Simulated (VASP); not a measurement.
Wanted: the native input for a VASP 6.6.1 run.

```
Task                   : relaxation of cell and atoms
Functional             : PBEsol
Potentials or basis    : VASP PAW PBE potentials, release 64 (Cd)
Cutoff                 : 600 eV
k mesh                 : 18 × 18 × 4
Occupations            : gaussian, width 0.1 eV
Spin                   : no spin polarisation
Dipole correction      : no
Further INCAR settings : ALGO = Fast; EDIFF = 1e-06; IBRION = 2; EDIFFG = -0.01; NSW = 80; ISIF = 3
```

The structure of Cd lies in POSCAR:

```
Cd
1.0
    2.9355170473      0.0000000000      0.0000000000
   -1.4677585236      2.5422323362      0.0000000000
    0.0000000000      0.0000000000     11.2936320273
Cd
4
Direct
    0.0000000000      0.0000000000      0.0000000000
    0.3333333333      0.6666666667      0.2500000000
    0.0000000000      0.0000000000      0.5000000000
    0.6666666667      0.3333333333      0.7500000000
```

The input as run:

INCAR

```
SYSTEM = Cd
  ALGO = Fast
  EDIFF = 1E-6
  EDIFFG = -0.01
  ENCUT = 600
  GGA = PS
  IBRION = 2
  ISIF = 3
  ISMEAR = 0
  LASPH = .TRUE.
  LCHARG = .FALSE.
  LREAL = .FALSE.
  LWAVE = .FALSE.
  NELM = 60
  NSW = 80
  PREC = Accurate
  SIGMA = 0.1
```

KPOINTS

```
k-points
0
G
  18 18 4
  0 0 0
```

Potentials or basis: VASP PAW PBE potentials, release 64 (Cd).

Launch:

```console
$ cat potpaw_PBE.64/Cd/POTCAR > POTCAR
$ mpirun -np 1 vasp_std > vasp.out
```

Results of the run:

* Relaxed volume: 21.22 Å³/atom
* Relaxed cell: a = 2.950 Å, b = 2.950 Å, c = 11.267 Å, α = 90.00°, β = 90.00°, γ = 120.00°
* Space group after relaxing (to 0.05 Å): P6_3/mmc (No. 194)
* Energy gained by relaxing: 0.4 meV/atom
* Ionic steps: 7
* Pressure after relaxing: 0.0 GPa
* Band gap on the k mesh: zero (band 24 reaches 4.59 eV, above the bottom of band 25 at -0.25 eV)

Caveat: the PAW data sets were made with another functional, which shifts forces and pressure a little.

It took 31 min on 1 thread of AMD EPYC 7R13 (shared host), peak memory 0.36 GiB.
